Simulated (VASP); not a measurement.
Here is a VASP 6.6.1 calculation.

INCAR

```
SYSTEM = BPd
  ALGO = Normal
  EDIFF = 1E-6
  EDIFFG = -0.04
  ENCUT = 600
  GGA = PE
  IBRION = 2
  ISIF = 3
  ISMEAR = 0
  LASPH = .TRUE.
  LCHARG = .FALSE.
  LREAL = .FALSE.
  LWAVE = .FALSE.
  NELM = 100
  NSW = 90
  PREC = Accurate
  SIGMA = 0.1
```

KPOINTS

```
k-points
0
G
  8 8 6
  0 0 0
```

The input POSCAR:

```
BPd
1.0
    2.4737195600      0.0000000000      0.0000000000
    0.0000000000      2.4737195600      0.0000000000
    0.0000000000      0.0000000000      3.4983677400
B Pd
1 1
Direct
    0.5000000000      0.5000000000      0.5000000000
    0.0000000000      0.0000000000      0.0000000000
```

Potentials or basis: VASP PAW PBE potentials, release 64 (B, Pd).

Run with:

```console
$ cat potpaw_PBE.64/B/POTCAR potpaw_PBE.64/Pd/POTCAR > POTCAR
$ mpirun -np 1 vasp_std > vasp.out
```

**Question.** Predict the relaxed volume.

**Answer.** 10.70 Å³/atom.

**Question.** What does it give for the relaxed cell?

**Answer.** a = 2.769 Å, b = 2.769 Å, c = 2.791 Å, α = 90.00°, β = 90.00°, γ = 90.00°.

**Question.** Predict the space group after relaxing (to 0.05 Å).

**Answer.** Pm-3m (No. 221).

The path:
```tsv
step	energy change (eV)	largest force (eV/Å)	pressure (GPa)	volume (Å³)
1	0.0000	0.0000	9.92	21.41
2	-0.3472	0.0000	-13.60	23.37
3	-0.3503	0.0000	-14.65	23.50
4	-0.6148	0.0000	3.30	21.10
5	-0.6166	0.0000	5.90	20.87
6	-0.6169	0.0000	5.20	20.92
7	-0.6251	0.0000	0.73	21.33
8	-0.6290	0.0000	2.30	21.17
9	-0.6299	0.0000	-1.69	21.55
10	-0.6308	0.0000	-0.06	21.39
```
